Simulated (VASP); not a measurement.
MnO, 2 atoms in the cell. The structure is monoclinic, space group Cm (No. 8). Conventional cell: a = 5.862 Å, b = 3.388 Å, c = 3.394 Å, α = 90.00°, β = 125.23°, γ = 90.00°. Within 2.7 Å of Mn (site symmetry m) lie 4 O at 2.08 Å. Within 2.7 Å of O (site symmetry m) lie 4 Mn at 2.08 Å.  This cell differs from its parent crystal: volume scaled by 0.96.

| Quantity | Value |
| --- | --- |
| Program | VASP 6.6.1 |
| Task | single point |
| Functional | PBE |
| Potentials or basis | VASP PAW PBE potentials, release 64 (Mn_pv, O) |
| Cutoff | 520 eV |
| k mesh | 9 × 9 × 9 |
| Occupations | fermi-dirac, width 0.05 eV |
| Spin | collinear spin, ferromagnetic start |
| Starting moments | [4.0, 0.0] μB |
| Dipole correction | no |
| Further INCAR settings | ALGO = Normal; EDIFF = 1e-06; NBANDS = 20 |

Potentials or basis: VASP PAW PBE potentials, release 64 (Mn_pv, O).

The run is started by

```sh
$ cat potpaw_PBE.64/Mn_pv/POTCAR potpaw_PBE.64/O/POTCAR > POTCAR
$ mpirun -np 1 vasp_std > vasp.out
```

Hardware: 1 thread of AMD EPYC 7R13, with other jobs on the host.

Question: How long does it take, and how much memory?

Answer: It took 3.3 min on 1 thread of AMD EPYC 7R13, on a shared host, peak memory 0.3 GiB. Counts: scf iterations 15, k points 205.
